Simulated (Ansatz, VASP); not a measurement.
**One calculation of CaZr3, two programs**

```
Ca Zr
1.0
     4.65257    0.00000    0.00000
     0.00000    4.65257    0.00000
     0.00000    0.00000    4.65257
Ca Zr
1 3
Cartesian
  0.0000 0.0000 0.0000
  0.0000 2.3263 2.3263
  2.3263 0.0000 2.3263
  2.3263 2.3263 0.0000
```

Alike in both runs: functional PBE; k mesh 10 × 10 × 10; occupations gaussian, width 0.1 eV; no spin polarisation.

Ansatz relaxed the structure, and its values are those at the end. VASP's run is a single point on that final structure, the one shown.

|  | VASP | Ansatz |
| --- | --- | --- |
| version | VASP 6.6.1 | Ansatz 0.2.0 |
| potentials or method | VASP PAW PBE potentials, release 64 (Ca_sv, Zr_sv), cutoff 520 eV | scalar-relativistic, plane waves, PAW |
| valence electrons in the cell | 46 | 46 |

|  | VASP | Ansatz | Ansatz less VASP |
| --- | --- | --- | --- |
| gap on the k mesh at the Fermi level (eV) | none | none | - |
| pressure (GPa) | 0.0 | 0.0 | -0.05 |

A gap of «none» marks a metal or a gap that the smearing closes.
